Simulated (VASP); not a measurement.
Runs of VASP 6.6.1 on Ta2Si2O. The structure is that of space group P4/mmm (No. 123), or close to it. The cells are those of the table. 

```csv
spin,cell,k mesh,gap on the mesh (eV),moment (μB),largest force (eV/Å)
"collinear, ferromagnetic start","a = 4.080, b = 4.080, c = 19.000 Å, 5 atoms",4 × 4 × 1,none,0.00,2.55
off,"a = 4.226, b = 4.226, c = 32.349 Å, 5 atoms",10 × 10 × 1,none,-,0.02
"collinear, ferromagnetic start","a = 4.160, b = 4.160, c = 32.349 Å, 5 atoms",4 × 4 × 1,none,0.00,-
off,"a = 4.160, b = 4.160, c = 32.349 Å, 5 atoms",4 × 4 × 1,none,-,-
off,"a = 4.080, b = 4.080, c = 19.000 Å, 5 atoms",4 × 4 × 1,none,-,2.55
off,"a = 4.160, b = 4.160, c = 32.349 Å, 5 atoms",10 × 10 × 1,none,-,(a)
```

Alike in all rows: task single point; level PBE; potentials or basis VASP PAW PBE potentials, release 64 (Ta_pv, Si, O); cutoff (eV) 520; smearing gaussian 0.1 eV.

Problem. Fill in the values left out.

Solution. (a) 0.23.

Caveats: some runs use coarse meshes; spin-orbit coupling is left out, which moves the levels of the heavy elements.

A k mesh can miss the band edges, and the runs leave out spin-orbit coupling on Ta.

A gap of «none» marks levels without a gap at the run's occupations.
